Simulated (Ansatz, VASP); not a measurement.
**One calculation of In2GeS2, two programs**

```
CELL_PARAMETERS angstrom
4.44669 0.00000 0.00000
-2.22335 3.85095 0.00000
0.00000 0.00000 6.74190
ATOMIC_POSITIONS crystal
In 0.33333 0.66667 0.26433
In 0.33333 0.66667 0.73567
Ge 0.00000 0.00000 0.50000
S 0.66667 0.33333 0.00000
S 0.00000 0.00000 0.00000
```

Change from the starting cell: species swapped into the La2Cu2I type (P-6m2, No. 187).

Alike in both runs: functional PBE; k mesh 6 × 6 × 4; occupations gaussian, width 0.1 eV; no spin polarisation.

Ansatz relaxed the structure, and its values are those at the end. VASP's run is a single point on that final structure, the one shown.

```csv
,VASP,Ansatz
version,VASP 6.6.1,Ansatz 0.2.0
potentials or method,"VASP PAW PBE potentials, release 64 (In_d, Ge_d, S), cutoff 520 eV","scalar-relativistic, plane waves, PAW"
valence electrons in the cell,52,52
```

Ansatz gave:

- gap on the k mesh at the Fermi level (eV): none
- pressure (GPa): 0.0

Q: What did VASP give for the same quantities?

A: gap on the k mesh at the Fermi level (eV): none; pressure (GPa): -0.1.

A gap of «none» marks a metal or a gap that the smearing closes.
